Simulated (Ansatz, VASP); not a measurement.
# One calculation of Ta, two programs

Contents of INCAR:

```
PREC = Accurate
ENCUT = 520
EDIFF = 1E-6
ISMEAR = 0
SIGMA = 0.05
LREAL = F
LASPH = T
NELM = 100
ALGO = Fast
ISIF = 2
LWAVE = F
LCHARG = F
GGA = PE
NBANDS = 12
```

KPOINTS

```
Automatic mesh
0
Gamma
  18 18 18
```

File POSCAR:

```
Ta
1.0
   -1.6594702512      1.6594702512      1.6594702512
    1.6594702512     -1.6594702512      1.6594702512
    1.6594702512      1.6594702512     -1.6594702512
Ta
1
Direct
    0.0000000000      0.0000000000      0.0000000000
```

Input for Ansatz:

```yaml
crystal:
  lattice:
    - [-1.6594702511, 1.6594702511, 1.6594702511]
    - [1.6594702511, -1.6594702511, 1.6594702511]
    - [1.6594702511, 1.6594702511, -1.6594702511]
  atoms:
    - { symbol: Ta, position: [0.0, 0.0, 0.0] }
basis:
  ecutwfc: 420
  ecutrho_ratio: 4
kpoints:
  mp_grid: { grid: [18, 18, 18] }
  band_path:
    path:
      - [[0.0, 0.0, 0.0], [0.5, -0.5, 0.5], [0.0, 0.0, 0.5], [0.0, 0.0, 0.0], [0.25, 0.25, 0.25], [0.5, -0.5, 0.5]]
      - [[0.25, 0.25, 0.25], [0.0, 0.0, 0.5]]
    npoints: 14
hamiltonian:
  xc: pbe
scf:
  occupations: { method: gaussian, width: 0.05 }
  n_extra_bands: 10
output:
  forces: true
  stress: true
  eigenvalues: true
  populations: true
  dos: { projected: true, de: 0.02, nscf_kmesh: { grid: [27, 27, 27] } }
  bader: true
```

Alike in both runs: task single point; functional PBE; k mesh 18 × 18 × 18; occupations gaussian, width 0.05 eV; no spin polarisation.

```csv
,VASP,Ansatz
version,VASP 6.6.1,Ansatz 0.2.0
potentials or method,"VASP PAW PBE potentials, release 64 (Ta_pv), cutoff 520 eV","scalar-relativistic, plane waves, PAW"
valence electrons in the cell,11,13
```

|  | VASP | Ansatz | Ansatz less VASP |
| --- | --- | --- | --- |
| gap on the k mesh at the Fermi level (eV) | none | none | - |
| pressure (GPa) | 0.1 | 0.0 | -0.14 |

A gap of «none» marks a metal or a gap that the smearing closes. VASP's potentials hold 11 valence electrons a cell and Ansatz's 13, so a difference there can come from the potentials and not from the codes.

Spin-orbit coupling is off throughout.
